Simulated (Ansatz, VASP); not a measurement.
# Tl in VASP and in Ansatz

```
Tl
1.0
     3.43800    0.00000    0.00000
    -1.71900    2.97740    0.00000
     0.00000    0.00000    5.47800
Tl
2
Direct
  0.33333 0.66667 0.25000
  0.66667 0.33333 0.75000
```

Alike in both runs: task relaxation of cell and atoms; functional LDA; k mesh 17 × 17 × 9; occupations fermi-dirac, width 0.05 eV; no spin polarisation.

```csv
,VASP,Ansatz
version,VASP 6.6.1,Ansatz 0.2.0
potentials or method,"VASP PAW LDA potentials, release 64 (Tl_d)","PAW with Ansatz's default frozen-core files, scalar-relativistic"
plane-wave cutoff (eV),600,420
valence electrons in the cell,26,26
```

```csv
,VASP,Ansatz,Ansatz less VASP
relaxed volume (Å³/atom),27.39,27.30,-0.096
relaxed length of the cell vector where the two differ most in proportion (Å),5.448,5.433,-0.0148
```

LDA's correlation is that of Perdew and Zunger in VASP and of Perdew and Wang (1992) in Ansatz.

Spin-orbit coupling is off throughout.
